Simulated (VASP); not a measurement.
A run of VASP 6.6.1 is set up as follows.

File POSCAR:

```
WSe2
1.0
    3.3153441874      0.0000000000      0.0000000000
   -1.6576720937      2.8711722886      0.0000000000
    0.0000000000      0.0000000000      6.5191986732
W Se
1 2
Direct
    0.0000000000      0.0000000000      0.0000000000
    0.3333333333      0.6666666667      0.2571683820
    0.6666666667      0.3333333333      0.7428316180
```

Contents of INCAR.step1:

```
SYSTEM = WSe2
PREC = Accurate
ENCUT = 400
EDIFF = 1E-5
ISMEAR = -1
SIGMA = 0.02
LREAL = .False.
LASPH = .True.
NELM = 120
ALGO = Normal
ISIF = 2
LWAVE = .True.
LCHARG = .False.
GGA = PE
NBANDS = 20
GGA_COMPAT = .False.
```

File INCAR.step2:

```
SYSTEM = WSe2
PREC = Accurate
ENCUT = 400
EDIFF = 1E-6
ISMEAR = -1
SIGMA = 0.02
LREAL = .False.
LASPH = .True.
NELM = 120
ALGO = Normal
ISIF = 2
LWAVE = .False.
LCHARG = .False.
GGA = PE
LHFCALC = .True.
AEXX = 0.2
HFSCREEN = 0.1
PRECFOCK = Normal
ISTART = 1
NBANDS = 20
GGA_COMPAT = .False.
```

KPOINTS

```
regular mesh
0
Gamma
  6 6 2
  0 0 0
```

Potentials or basis: VASP PAW PBE potentials, release 64 (W_sv, Se).

Launch:

```bash
$ cat potpaw_PBE.64/W_sv/POTCAR potpaw_PBE.64/Se/POTCAR > POTCAR
$ cp INCAR.step1 INCAR
$ mpirun -np 1 vasp_std > vasp.out
$ cp INCAR.step2 INCAR
$ mpirun -np 1 vasp_std > vasp.out
```

Problem. Predict the pressure.

Solution. -0.5 GPa.

Problem. What does it give for the band gap on the k mesh?

Solution. Zero (bands 13 and 14 overlap by 1.15 eV).

Problem. Estimate the largest force.

Solution. 0.175 eV/Å.

Stress tensor (GPa, compression positive):
```
-1.11  0.00  0.00
 0.00 -1.11  0.00
 0.00  0.00  0.73
```

Caveat: the k points lie up to 0.48 Å⁻¹ apart, too coarse for converged energies and pressures of a metal; the PAW data sets were made with another functional, which shifts forces and pressure a little; spin-orbit coupling is left out, which moves the levels of the heavy elements.
